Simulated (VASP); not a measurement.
# RbP3 (Pm-3m) in VASP: notebook, part 2 of 2

VASP 6.6.1. The steps go on from the part before.

## 3. Relaxation of cell and atoms, PBE

This run uses another cell than the first one, of 22.41 Å³/atom, 1.080 times its volume.

Input file INCAR:

```
  PREC = Accurate
  ENCUT = 600
  EDIFF = 1E-7
  ISMEAR = 0
  SIGMA = 0.1
  LREAL = False
  LASPH = True
  NELM = 100
  ALGO = Normal
  ISIF = 3
  LWAVE = False
  LCHARG = False
  GGA = PE
  IBRION = 2
  NSW = 100
  EDIFFG = -0.01
```

Input file KPOINTS:

```
regular mesh
0
Gamma
  10 10 10
```

Input file POSCAR:

```
RbP3
1.0
    4.4753913300      0.0000000000      0.0000000000
    0.0000000000      4.4753913300      0.0000000000
    0.0000000000      0.0000000000      4.4753913300
Rb P
1 3
Direct
    0.0000000000      0.0000000000      0.0000000000
    0.0000000000      0.5000000000      0.5000000000
    0.5000000000      0.0000000000      0.5000000000
    0.5000000000      0.5000000000      0.0000000000
```

Potentials or basis: VASP PAW PBE potentials, release 64 (Rb_sv, P).

Run with:

```sh
cat potpaw_PBE.64/Rb_sv/POTCAR potpaw_PBE.64/P/POTCAR > POTCAR
mpirun -np 1 vasp_std > vasp.out
```

OUTCAR:

```text
PREC = Accurate
   ENCUT = 600
   EDIFF = 1E-7
   ISMEAR = 0
   LREAL = False
   LASPH = True
   NELM = 100
   ISIF = 3
   GGA = PE
   IBRION = 2
   NSW = 100
   EDIFFG = -0.01

 ion  position               nearest neighbor table
   1  0.000  0.000  0.000-   2 3.16   3 3.16   4 3.16   2 3.16   3 3.16   2 3.16   4 3.16   2 3.16
                             3 3.16   4 3.16   3 3.16   4 3.16
   2  0.000  0.500  0.500-   1 3.16   1 3.16   1 3.16   1 3.16
   3  0.500  0.000  0.500-   1 3.16   1 3.16   1 3.16   1 3.16
   4  0.500  0.500  0.000-   1 3.16   1 3.16   1 3.16   1 3.16

  LATTYP: Found a simple cubic cell.
 ALAT       =     4.4753913300

  Lattice vectors:

 A1 = (   4.4753913300,   0.0000000000,   0.0000000000)
 A2 = (   0.0000000000,   4.4753913300,   0.0000000000)
 A3 = (   0.0000000000,   0.0000000000,   4.4753913300)

Analysis of symmetry for initial positions (statically):
=====================================================================
 Subroutine PRICEL returns:
 Original cell was already a primitive cell.

 Routine SETGRP: Setting up the symmetry group for a
 simple cubic supercell.

 Subroutine GETGRP returns: Found 48 space group operations
 (whereof 48 operations were pure point group operations)
 out of a pool of 48 trial point group operations.

The static configuration has the point symmetry O_h .

Analysis of symmetry for dynamics (positions and initial velocities):
=====================================================================
 Subroutine PRICEL returns:
 Original cell was already a primitive cell.

 Routine SETGRP: Setting up the symmetry group for a
 simple cubic supercell.

 Subroutine GETGRP returns: Found 48 space group operations
 (whereof 48 operations were pure point group operations)
 out of a pool of 48 trial point group operations.

The dynamic configuration has the point symmetry O_h .

 Subroutine INISYM returns: Found 48 space group operations
 (whereof 48 operations are pure point group operations),
 and found     1 'primitive' translations

----------------------------------------------------------------------------------------

                                     Primitive cell

  volume of cell :      89.6382

  direct lattice vectors                    reciprocal lattice vectors
     4.475391330  0.000000000  0.000000000     0.223444147  0.000000000  0.000000000
     0.000000000  4.475391330  0.000000000     0.000000000  0.223444147  0.000000000
     0.000000000  0.000000000  4.475391330     0.000000000  0.000000000  0.223444147

  length of vectors
     4.475391330  4.475391330  4.475391330     0.223444147  0.223444147  0.223444147

  position of ions in fractional coordinates (direct lattice)
     0.000000000  0.000000000  0.000000000
     0.000000000  0.500000000  0.500000000
     0.500000000  0.000000000  0.500000000
     0.500000000  0.500000000  0.000000000

  ion indices of the primitive-cell ions
   primitive index   ion index
                 1           1
                 2           2
                 3           3
                 4           4

----------------------------------------------------------------------------------------

 KPOINTS: regular mesh

Automatic generation of k-mesh.
 Grid dimensions read from file:
 generate k-points for:   10   10   10

 Generating k-lattice:

  Cartesian coordinates                     Fractional coordinates (reciprocal lattice)
     0.022344415  0.000000000  0.000000000     0.100000000  0.000000000  0.000000000
     0.000000000  0.022344415  0.000000000     0.000000000  0.100000000  0.000000000
     0.000000000  0.000000000  0.022344415     0.000000000  0.000000000  0.100000000

  Length of vectors
     0.022344415  0.022344415  0.022344415

  Shift w.r.t. Gamma in fractional coordinates (k-lattice)
     0.000000000  0.000000000  0.000000000

 Subroutine IBZKPT returns following result:
 ===========================================

 Found     56 irreducible k-points:

 Following reciprocal coordinates:
            Coordinates               Weight
  0.000000  0.000000  0.000000      1.000000
  0.100000  0.000000  0.000000      6.000000
  0.200000  0.000000  0.000000      6.000000
  0.300000  0.000000  0.000000      6.000000
  0.400000  0.000000  0.000000      6.000000
  0.500000  0.000000  0.000000      3.000000
[... 16 lines left out ...]
  0.200000  0.100000  0.100000     24.000000
  0.300000  0.100000  0.100000     24.000000
 [... further k-points ...]
   k-points           NKPTS =     56   k-points in BZ     NKDIM =     56   number of bands    NBANDS=     16
   number of dos      NEDOS =    301   number of ions     NIONS =      4
   total plane-waves  NPLWV =  46656
   dimension x,y,z NGX =    36 NGY =   36 NGZ =   36
   dimension x,y,z NGXF=    72 NGYF=   72 NGZF=   72
   ions per type =               1   3
   NGX,Y,Z   is equivalent  to a cutoff of  13.37, 13.37, 13.37 a.u.
   NGXF,Y,Z  is equivalent  to a cutoff of  26.75, 26.75, 26.75 a.u.
 SYSTEM =  unknown system
   PREC   = accura    normal or accurate (medium, high low for compatibility)
   ISTART =      0    job   : 0-new  1-cont  2-samecut
   ICHARG =      2    charge: 1-file 2-atom 10-const
   ISPIN  =      1    spin polarized calculation?
   LNONCOLLINEAR =      F non collinear calculations
   LSORBIT =      F    spin-orbit coupling
   LASPH  =      T    aspherical Exc in radial PAW
   ENCUT  =  600.0 eV  44.10 Ry    6.64 a.u.   8.94  8.94  8.94*2*pi/ulx,y,z
   NELM   =    100;   NELMIN=  2; NELMDL= -5     # of ELM steps
   EDIFF  = 0.1E-06   stopping-criterion for ELM
   LREAL  =      F    real-space projection
   EDIFFG = -.1E-01   stopping-criterion for IOM
   NSW    =    100    number of steps for IOM
   IBRION =      2    ionic relax: 0-MD 1-quasi-New 2-CG
   NFREE  =      1    steps in history (QN), initial steepest desc. (CG)
   ISIF   =      3    stress and relaxation
   ISYM   =      2    0-nonsym 1-usesym 2-fastsym
   POTIM  = 0.5000    time-step for ionic-motion
   TEBEG  =    0.0;   TEEND  =   0.0 temperature during run
   PSTRESS=    0.0 pullay stress
   NELECT =      24.0000    total number of electrons
   NUPDOWN=      -1.0000    fix difference up-down
   EMIN   =  10.00;   EMAX   =-10.00  energy-range for DOS
   EFERMI =   0.00;   METHOD = LEGACY
   ISMEAR =     0;   SIGMA  =   0.10  broadening in eV -4-tet -1-fermi 0-gaus
   EFERMI_NEDOS =   21; number of points for ismear=-14 and -15
   IALGO  =     38    algorithm
   IMIX   =      4    mixing-type and parameters
     AMIX     =   0.40;   BMIX     =  1.00
     AMIX_MAG =   1.60;   BMIX_MAG =  1.00
  volume/ion in A,a.u.               =      22.41       151.23
  Fermi-wavevector in a.u.,A,eV,Ry     =   1.055150  1.993944 15.147933  1.113342
  Thomas-Fermi vector in A             =   2.190337
   LORBIT       =      0    0 simple, 1 ext, 2 COOP (PROOUT), +10 PAW based schemes
   GGA     = PE    functional components
   LHFCALC =     F    Hartree Fock is set to
   AEXX    =    0.0000 exact exchange contribution
   IVDW    =     0    specifies the selected vdW correction
   LEPSILON=     F    determine dielectric tensor
   LRPA    =     F    only Hartree local field effects (RPA)
 conjugate gradient relaxation of ions
 non-spin polarized calculation
 Gauss-broadening in eV      SIGMA  =   0.10
  energy-cutoff  :      600.00
  volume of cell :       89.64
 maximum number of plane-waves:      3028
 NGX is ok and might be reduce to    36
   NGX = 17   NGY = 17   NGZ = 17

--------------------------------------- Ionic step        1  -------------------------------------------

 number of electron      24.0000000 magnetization

 Free energy of the ion-electron system (eV)
  ---------------------------------------------------
  ext. energy  EPLUGINS =         0.00000000
  ---------------------------------------------------
  free energy    TOTEN  =       -13.52544451 eV

  energy without entropy =      -13.51328098  energy(sigma->0) =      -13.51936274

 E-fermi :   3.8613     XC(G=0):  -9.7475

 val. band max:        3.8519925036   @ k =   0.4000   0.3000   0.0000
 cond. band min:       3.8737790076   @ k =   0.4000   0.2000   0.0000
 fundamental gap:      0.0217865040
 Fermi energy:         3.8612514695

 k-point     1 :       0.0000    0.0000    0.0000
  band No.  band energies     occupation
      1     -21.6258      2.00000
      2      -7.6114      2.00000
      3      -6.0312      2.00000
      4      -6.0312      2.00000
      5      -6.0312      2.00000
      6      -4.0308      2.00000
[... 8 lines left out ...]
     15       6.7508      0.00000
     16       6.7508      0.00000
[... 510 lines left out ...]
  energy  without entropy=      -13.5745881638  energy(sigma->0) =      -13.58067475

--------------------------------------- Ionic step        3  -------------------------------------------

 number of electron      24.0000002 magnetization

 Free energy of the ion-electron system (eV)
  ---------------------------------------------------
  ext. energy  EPLUGINS =         0.00000000
  ---------------------------------------------------
  free energy    TOTEN  =       -13.58873834 eV

  energy without entropy =      -13.57659317  energy(sigma->0) =      -13.58266576

 E-fermi :   4.5618     XC(G=0): -10.0702

 val. band max:        4.5526938355   @ k =   0.3000   0.1000   0.0000
 cond. band min:       4.5699693398   @ k =   0.5000   0.5000   0.0000
 fundamental gap:      0.0172755044
 Fermi energy:         4.5617929773

 k-point     1 :       0.0000    0.0000    0.0000
  band No.  band energies     occupation
      1     -20.9803      2.00000
      2      -7.3134      2.00000
      3      -5.4589      2.00000
      4      -5.4589      2.00000
      5      -5.4589      2.00000
      6      -3.3047      2.00000
[... 8 lines left out ...]
     15       7.7549      0.00000
     16       7.7549      0.00000
[... 468 lines left out ...]
  FREE ENERGIE OF THE ION-ELECTRON SYSTEM (eV)
  ---------------------------------------------------
  free  energy   TOTEN  =       -13.5887383437 eV

  energy  without entropy=      -13.5765931732  energy(sigma->0) =      -13.58266576

 reached required accuracy - stopping structural energy minimisation
```

Run time: 2 min. Hardware: 1 thread of Intel Xeon Platinum 8488C (Sapphire Rapids), shared host; peak memory 0.27 GiB.

Results:

| Quantity | Value |
| --- | --- |
| Free energy | -13.5887 eV |
| Relaxed volume | 20.82 Å³/atom |
| Relaxed cell | a = 4.367 Å, b = 4.367 Å, c = 4.367 Å, α = 90.00°, β = 90.00°, γ = 90.00° |
| Space group after relaxing (to 0.05 Å) | Pm-3m (No. 221) |
| Energy gained by relaxing | 15.8 meV/atom |
| Ionic steps | 3 |
| Pressure after relaxing | 0.0 GPa |
| Band gap on the k mesh | zero (band 12 reaches 7.62 eV, above the bottom of band 13 at 4.11 eV) |

Step by step:
```csv
step,energy change (eV),largest force (eV/Å),pressure (GPa),volume (Å³)
1,0.0000,0.0000,-2.98,89.64
2,-0.0613,0.0000,-0.59,84.33
3,-0.0633,0.0000,-0.03,83.28
```

Final structure:
```cif
data_structure
_symmetry_space_group_name_H-M 'P 1'
_symmetry_Int_Tables_number 1
_cell_length_a 4.3670
_cell_length_b 4.3670
_cell_length_c 4.3670
_cell_angle_alpha 90.000
_cell_angle_beta 90.000
_cell_angle_gamma 90.000
_cell_volume 83.28
loop_
_atom_site_label
_atom_site_type_symbol
_atom_site_fract_x
_atom_site_fract_y
_atom_site_fract_z
_atom_site_occupancy
Rb1 Rb 0.00000 0.00000 0.00000 1
P1 P 0.00000 0.50000 0.50000 1
P2 P 0.50000 0.00000 0.50000 1
P3 P 0.50000 0.50000 0.00000 1
```

## 4. Single point, PBE

Input file INCAR:

```
  PREC = Accurate
  ENCUT = 520
  EDIFF = 1E-6
  ISMEAR = 0
  SIGMA = 0.1
  LREAL = False
  LASPH = True
  NELM = 100
  ALGO = Normal
  ISIF = 2
  LWAVE = False
  LCHARG = False
  GGA = PE
  NBANDS = 20
```

Input file KPOINTS:

```
Automatic mesh
0
Gamma
  10 10 10
```

Input file POSCAR:

```
RbP3
1.0
    4.3619130159      0.0000000000      0.0000000000
    0.0000000000      4.3619130159      0.0000000000
    0.0000000000      0.0000000000      4.3619130159
Rb P
1 3
Direct
    0.0000000000      0.0000000000      0.0000000000
    0.0000000000      0.5000000000      0.5000000000
    0.5000000000      0.0000000000      0.5000000000
    0.5000000000      0.5000000000      0.0000000000
```

Run with:

```sh
cat potpaw_PBE.64/Rb_sv/POTCAR potpaw_PBE.64/P/POTCAR > POTCAR
mpirun -np 1 vasp_std > vasp.out
```

Wall time 32 s (1 thread of Intel Xeon Platinum 8488C (Sapphire Rapids), shared host); peak memory 0.22 GiB.

Results (log left out):

```yaml
Free_energy: -13.5881 eV
Pressure: 0.1 GPa
Band_gap_on_the_k_mesh: zero (band 12 reaches 7.67 eV, above the bottom of band 13 at 4.14 eV)
```

Levels at points of the mesh, in eV from the Fermi level:
```
           k point  band 9  band 10  band 11  band 12  band 13  band 14  band 15  band 16
(0.00, 0.00, 0.00)   -2.80    -2.80     0.50     0.50     0.50     3.21     3.21     3.21
(0.50, 0.00, 0.00)   -2.85    -1.39    -0.60    -0.46    -0.46    -0.26     1.95     1.95
(0.50, 0.50, 0.00)   -2.25    -1.33    -1.33    -1.08     0.01     0.01     2.78     3.00
(0.50, 0.50, 0.50)   -2.26    -2.26    -2.26     3.07     3.07     3.07     3.22     3.22
```
